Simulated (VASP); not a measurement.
# Hf2S (P6_3/mmc) in VASP: single point with r2SCAN

Aim: the single point of Hf2S with r2SCAN.

Everything below comes from runs of VASP 6.6.1. Logs are shortened: lines on timing, memory, paths and dates and some standing lists are left out, and cuts for length are marked.

## (1) The cell of the first run

Symmetry: P6_3/mmc, No. 194, hexagonal system. Conventional cell: a = 3.381 Å, b = 3.381 Å, c = 11.741 Å, α = 90.00°, β = 90.00°, γ = 120.00°. Hf (site symmetry 3m) has 3 S at 2.63 Å and 10 Hf at 3.06 to 3.52 Å within 3.6 Å. Within 3.5 Å of S (site symmetry -6m2) lie 6 Hf at 2.63 Å and 6 S at 3.38 Å.

## (2) Single point, r2SCAN

The input, POSCAR:

```
Hf2S
1.0
   -3.3814293755      0.0000000000      0.0000000000
   -1.6907146878     -2.9284037403      0.0000000000
    0.0000000000      0.0000000000     11.7409506909
Hf S
4 2
Direct
    0.6666666667      0.6666666667      0.8997311381
    0.3333333333      0.3333333333      0.3997311381
    0.6666666667      0.6666666667      0.6002688619
    0.3333333333      0.3333333333      0.1002688619
    1.0000000000      1.0000000000      0.7500000000
    0.0000000000      0.0000000000      0.2500000000
```

The input, INCAR.step1:

```
PREC = Accurate ; ENCUT = 520
ISMEAR = 0 ; SIGMA = 0.15
LREAL = False ; LASPH = True
NELM = 80 ; NBANDS = 35
GGA = PE ; ALGO = Normal
EDIFF = 1E-4 ; LWAVE = True
LCHARG = False
```

The input, INCAR.step2:

```
PREC = Accurate ; ENCUT = 520
EDIFF = 1E-6 ; ISMEAR = 0
SIGMA = 0.15 ; LREAL = False
LASPH = True ; NELM = 80
ALGO = Normal ; ISIF = 2
LWAVE = False ; LCHARG = True
METAGGA = R2SCAN ; LMIXTAU = True
LELF = True ; LVHAR = True
NBANDS = 35 ; ISTART = 1
```

The input, KPOINTS:

```
Automatic mesh
0
Gamma
  16 16 4
```

Potentials or basis: VASP PAW PBE potentials, release 64 (Hf_pv, S).

The run is started by

```bash
$ cat potpaw_PBE.64/Hf_pv/POTCAR potpaw_PBE.64/S/POTCAR > POTCAR
$ cp INCAR.step1 INCAR
$ mpirun -np 1 vasp_std > vasp.out
$ cp INCAR.step2 INCAR
$ mpirun -np 1 vasp_std > vasp.out
```

OUTCAR:

```text
PREC = Accurate
   ENCUT = 520
   EDIFF = 1E-6
   ISMEAR = 0
   LREAL = False
   LASPH = True
   NELM = 80
   ISIF = 2
   METAGGA = R2SCAN
   ISTART = 1

 ion  position               nearest neighbor table
   1  0.667  0.667  0.900-   5 2.63   5 2.63   5 2.63   4 3.06   4 3.06   4 3.06   3 3.52
   2  0.333  0.333  0.400-   6 2.63   6 2.63   6 2.63   3 3.06   3 3.06   3 3.06   4 3.52
   3  0.667  0.667  0.600-   5 2.63   5 2.63   5 2.63   2 3.06   2 3.06   2 3.06   1 3.52
   4  0.333  0.333  0.100-   6 2.63   6 2.63   6 2.63   1 3.06   1 3.06   1 3.06   2 3.52
   5  0.000  0.000  0.750-   1 2.63   3 2.63   1 2.63   3 2.63   1 2.63   3 2.63
   6  0.000  0.000  0.250-   2 2.63   4 2.63   2 2.63   4 2.63   2 2.63   4 2.63

  LATTYP: Found a hexagonal cell.
 ALAT       =     3.3814293755
 C/A-ratio  =     3.4721856904

  Lattice vectors:

 A1 = (   1.6907146878,   2.9284037403,   0.0000000000)
 A2 = (  -3.3814293755,   0.0000000000,   0.0000000000)
 A3 = (   0.0000000000,   0.0000000000,  11.7409506909)

Analysis of symmetry for initial positions (statically):
=====================================================================
 Subroutine PRICEL returns:
 Original cell was already a primitive cell.

 Routine SETGRP: Setting up the symmetry group for a
 hexagonal supercell.

 Subroutine GETGRP returns: Found 24 space group operations
 (whereof 12 operations were pure point group operations)
 out of a pool of 24 trial point group operations.

The static configuration has the point symmetry D_3d.
 The point group associated with its full space group is D_6h.

Analysis of symmetry for dynamics (positions and initial velocities):
=====================================================================
 Subroutine PRICEL returns:
 Original cell was already a primitive cell.

 Routine SETGRP: Setting up the symmetry group for a
 hexagonal supercell.

 Subroutine GETGRP returns: Found 24 space group operations
 (whereof 12 operations were pure point group operations)
 out of a pool of 24 trial point group operations.

The dynamic configuration has the point symmetry D_3d.
 The point group associated with its full space group is D_6h.

 Subroutine INISYM returns: Found 24 space group operations
 (whereof 12 operations are pure point group operations),
 and found     1 'primitive' translations

----------------------------------------------------------------------------------------

                                     Primitive cell

  volume of cell :     116.2611

  direct lattice vectors                    reciprocal lattice vectors
    -3.381429375  0.000000000  0.000000000    -0.295732925  0.170741484  0.000000000
    -1.690714688 -2.928403740  0.000000000     0.000000000 -0.341482968  0.000000000
     0.000000000  0.000000000 11.740950691     0.000000000  0.000000000  0.085171979

  length of vectors
     3.381429375  3.381429376 11.740950691     0.341482968  0.341482968  0.085171979

  position of ions in fractional coordinates (direct lattice)
     0.666666667  0.666666667  0.899731138
     0.333333333  0.333333333  0.399731138
     0.666666667  0.666666667  0.600268862
     0.333333333  0.333333333  0.100268862
     0.000000000  0.000000000  0.750000000
     0.000000000  0.000000000  0.250000000

  ion indices of the primitive-cell ions
   primitive index   ion index
                 1           1
                 2           2
                 3           3
                 4           4
                 5           5
                 6           6

----------------------------------------------------------------------------------------

 KPOINTS: Automatic mesh

Automatic generation of k-mesh.
 Grid dimensions read from file:
 generate k-points for:   16   16    4

 Generating k-lattice:

  Cartesian coordinates                     Fractional coordinates (reciprocal lattice)
    -0.018483308  0.010671343  0.000000000     0.062500000  0.000000000  0.000000000
     0.000000000 -0.021342685  0.000000000     0.000000000  0.062500000  0.000000000
     0.000000000  0.000000000  0.021292995     0.000000000  0.000000000  0.250000000

  Length of vectors
     0.021342685  0.021342685  0.021292995

  Shift w.r.t. Gamma in fractional coordinates (k-lattice)
     0.000000000  0.000000000  0.000000000

 Subroutine IBZKPT returns following result:
 ===========================================

 Found     90 irreducible k-points:

 Following reciprocal coordinates:
            Coordinates               Weight
  0.000000  0.000000  0.000000      1.000000
  0.062500  0.000000  0.000000      6.000000
  0.125000  0.000000  0.000000      6.000000
  0.187500 -0.000000  0.000000      6.000000
  0.250000  0.000000  0.000000      6.000000
  0.312500  0.000000  0.000000      6.000000
[... 16 lines left out ...]
  0.375000  0.187500  0.000000      6.000000
  0.437500  0.187500  0.000000     12.000000
 [... further k-points ...]
   k-points           NKPTS =     90   k-points in BZ     NKDIM =     90   number of bands    NBANDS=     35
   number of dos      NEDOS =    301   number of ions     NIONS =      6
   total plane-waves  NPLWV =  70560
   dimension x,y,z NGX =    28 NGY =   28 NGZ =   90
   dimension x,y,z NGXF=    56 NGYF=   56 NGZF=  180
   ions per type =               4   2
   NGX,Y,Z   is equivalent  to a cutoff of  13.77, 13.77, 12.74 a.u.
   NGXF,Y,Z  is equivalent  to a cutoff of  27.53, 27.53, 25.49 a.u.
 SYSTEM =  unknown system
   PREC   = accura    normal or accurate (medium, high low for compatibility)
   ISTART =      1    job   : 0-new  1-cont  2-samecut
   ICHARG =      0    charge: 1-file 2-atom 10-const
   ISPIN  =      1    spin polarized calculation?
   LNONCOLLINEAR =      F non collinear calculations
   LSORBIT =      F    spin-orbit coupling
   LASPH  =      T    aspherical Exc in radial PAW
   ENCUT  =  520.0 eV  38.22 Ry    6.18 a.u.   6.29  6.29 21.83*2*pi/ulx,y,z
   NELM   =     80;   NELMIN=  2; NELMDL=  0     # of ELM steps
   EDIFF  = 0.1E-05   stopping-criterion for ELM
   LREAL  =      F    real-space projection
[... 7 lines left out ...]
   TEBEG  =    0.0;   TEEND  =   0.0 temperature during run
   PSTRESS=    0.0 pullay stress
   NELECT =      52.0000    total number of electrons
   NUPDOWN=      -1.0000    fix difference up-down
   EMIN   =  10.00;   EMAX   =-10.00  energy-range for DOS
   EFERMI =   0.00;   METHOD = LEGACY
   ISMEAR =     0;   SIGMA  =   0.15  broadening in eV -4-tet -1-fermi 0-gaus
   EFERMI_NEDOS =   21; number of points for ismear=-14 and -15
   IALGO  =     38    algorithm
   IMIX   =      4    mixing-type and parameters
     AMIX     =   0.40;   BMIX     =  1.00
     AMIX_MAG =   1.60;   BMIX_MAG =  1.00
  volume/ion in A,a.u.               =      19.38       130.76
  Fermi-wavevector in a.u.,A,eV,Ry     =   1.251981  2.365901 21.326542  1.567457
  Thomas-Fermi vector in A             =   2.385903
   LORBIT       =      0    0 simple, 1 ext, 2 COOP (PROOUT), +10 PAW based schemes
   METAGGA = R2SCAN    functional components
   LHFCALC =     F    Hartree Fock is set to
   AEXX    =    0.0000 exact exchange contribution
   IVDW    =     0    specifies the selected vdW correction
   LEPSILON=     F    determine dielectric tensor
   LRPA    =     F    only Hartree local field effects (RPA)
 non-spin polarized calculation
 Gauss-broadening in eV      SIGMA  =   0.15
  energy-cutoff  :      520.00
  volume of cell :      116.26
 maximum number of plane-waves:      3163
 NGX is ok and might be reduce to    28
   NGX = 13   NGY = 13   NGZ = 43

 number of electron      52.0000000 magnetization

 Free energy of the ion-electron system (eV)
  ---------------------------------------------------
  ext. energy  EPLUGINS =         0.00000000
  ---------------------------------------------------
  free energy    TOTEN  =      -203.70809445 eV

  energy without entropy =     -203.68393056  energy(sigma->0) =     -203.69601251

 E-fermi :   6.4906     XC(G=0): -12.1097

 val. band max:        6.4869535485   @ k =  -0.4375   0.2500   0.0000
 cond. band min:       6.5153465403   @ k =   0.4375   0.0625   0.2500
 fundamental gap:      0.0283929918
 Fermi energy:         6.4906349544

 k-point     1 :       0.0000    0.0000    0.0000
  band No.  band energies     occupation
      1     -26.1655      2.00000
      2     -26.0501      2.00000
      3     -25.7100      2.00000
      4     -25.6339      2.00000
      5     -25.6339      2.00000
      6     -25.6247      2.00000
[... 27 lines left out ...]
     34       9.1099      0.00000
     35       9.2745      0.00000

 k-point     2 :       0.0625    0.0000    0.0000
  band No.  band energies     occupation
      1     -26.1599      2.00000
      2     -26.0459      2.00000
      3     -25.7284      2.00000
      4     -25.6542      2.00000
      5     -25.6384      2.00000
      6     -25.6300      2.00000
[... 27 lines left out ...]
     34       9.1040      0.00000
     35       9.1427      0.00000

 k-point     3 :       0.1250    0.0000    0.0000
  band No.  band energies     occupation
      1     -26.1440      2.00000
      2     -26.0343      2.00000
      3     -25.7734      2.00000
      4     -25.7103      2.00000
      5     -25.6513      2.00000
      6     -25.6418      2.00000
[... 27 lines left out ...]
     34       8.9517      0.00000
     35       9.1651      0.00000

 k-point     4 :       0.1875   -0.0000    0.0000
  band No.  band energies     occupation
      1     -26.1208      2.00000
      2     -26.0183      2.00000
      3     -25.8335      2.00000
      4     -25.7782      2.00000
      5     -25.6700      2.00000
      6     -25.6602      2.00000
[... 27 lines left out ...]
     34       9.1407      0.00000
     35       9.2146      0.00000

 k-point     5 :       0.2500    0.0000    0.0000
  band No.  band energies     occupation
      1     -26.0958      2.00000
      2     -26.0039      2.00000
      3     -25.9000      2.00000
      4     -25.8504      2.00000
      5     -25.7059      2.00000
      6     -25.6914      2.00000
[... 638 lines left out ...]
 k-point    22 :      -0.4375    0.1250    0.0000
  band No.  band energies     occupation
      1     -26.0587      2.00000
      2     -26.0517      2.00000
      3     -26.0174      2.00000
      4     -25.9980      2.00000
      5     -25.8125      2.00000
      6     -25.7839      2.00000
[... 27 lines left out ...]
     34      10.4848      0.00000
     35      11.0684      0.00000

 k-point    23 :       0.3750    0.1875    0.0000
  band No.  band energies     occupation
      1     -26.0673      2.00000
      2     -25.9922      2.00000
      3     -25.9461      2.00000
      4     -25.8962      2.00000
      5     -25.8185      2.00000
      6     -25.7864      2.00000
[... 27 lines left out ...]
     34       9.5072      0.00000
     35      10.0051      0.00000

 k-point    24 :       0.4375    0.1875    0.0000
  band No.  band energies     occupation
      1     -26.0549      2.00000
      2     -25.9924      2.00000
      3     -25.9794      2.00000
      4     -25.9319      2.00000
      5     -25.8505      2.00000
      6     -25.8136      2.00000
[... 27 lines left out ...]
     34       9.8567      0.00000
     35      10.5818      0.00000

 [... further k-points ...]
[... 5 lines left out ...]
  --------------------------------------------------------------------------------------
  -------------------------------------------------------------------------------------
  Total       -0.6481929     -0.6481929     -0.6123016     -0.0000000      0.0000000      0.0000000
  in kB       -8.9326502     -8.9326502     -8.4380374     -0.0000000      0.0000000      0.0000000
  external PRESSURE =      -8.7677792 kB  Pullay stress =       0.0000000 kB

 VOLUME and BASIS-vectors are now :
 -----------------------------------------------------------------------------
  energy-cutoff  :      520.00
  volume of cell :      116.26
      direct lattice vectors                 reciprocal lattice vectors
    -3.381429375  0.000000000  0.000000000    -0.295732925  0.170741484  0.000000000
    -1.690714688 -2.928403740  0.000000000     0.000000000 -0.341482968  0.000000000
     0.000000000  0.000000000 11.740950691     0.000000000  0.000000000  0.085171979

 POSITION                                       TOTAL-FORCE (eV/Angst)
 -----------------------------------------------------------------------------------
     -3.38143     -1.95227     10.56370         0.000000     -0.000000     -0.011460
     -1.69071     -0.97613      4.69322        -0.000000      0.000000     -0.011460
     -3.38143     -1.95227      7.04773         0.000000     -0.000000      0.011460
     -1.69071     -0.97613      1.17725        -0.000000     -0.000000      0.011460
      0.00000      0.00000      8.80571         0.000000      0.000000     -0.000000
      0.00000      0.00000      2.93524        -0.000000     -0.000000      0.000000
 -----------------------------------------------------------------------------------
    total drift:                                0.000000      0.000000      0.000000

  FREE ENERGIE OF THE ION-ELECTRON SYSTEM (eV)
  ---------------------------------------------------
  free  energy   TOTEN  =      -203.7080944532 eV

  energy  without entropy=     -203.6839305623  energy(sigma->0) =     -203.69601251
```

Run time: 55 min. Hardware: 1 thread of Intel Xeon 8259CL, shared host; peak memory 0.44 GiB.

Results:

```yaml
Free_energy: -203.7081 eV
Pressure: -0.9 GPa
Largest_force: 0.011 eV/Å
Band_gap_on_the_k_mesh: zero (bands 26 and 27 overlap by 0.89 eV)
```

Forces on the atoms (eV/Å):
```
Hf   0.000  0.000 -0.011
Hf   0.000  0.000 -0.011
Hf   0.000  0.000  0.011
Hf   0.000  0.000  0.011
S    0.000  0.000  0.000
S    0.000  0.000  0.000
```

Levels at points of the mesh, in eV from the Fermi level:
```tsv
k point	band 23	band 24	band 25	band 26	band 27	band 28	band 29	band 30
(0.00, 0.00, 0.00)	-2.00	-0.36	-0.03	0.41	0.41	0.52	0.52	0.82
(0.50, 0.00, 0.00)	-2.08	-1.58	-1.56	-1.08	-0.48	0.85	1.06	2.47
(0.00, 0.00, 0.50)	-1.42	-1.42	0.37	0.37	0.37	0.37	1.40	1.40
(0.50, 0.00, 0.50)	-1.97	-1.97	-1.35	-1.35	0.34	0.34	1.40	1.40
```

Caveat: the PAW data sets were made with another functional, which shifts forces and pressure a little; spin-orbit coupling is left out, which moves the levels of the heavy elements.

The gap in the log of VASP goes by the Fermi energy; the results here count the filled bands.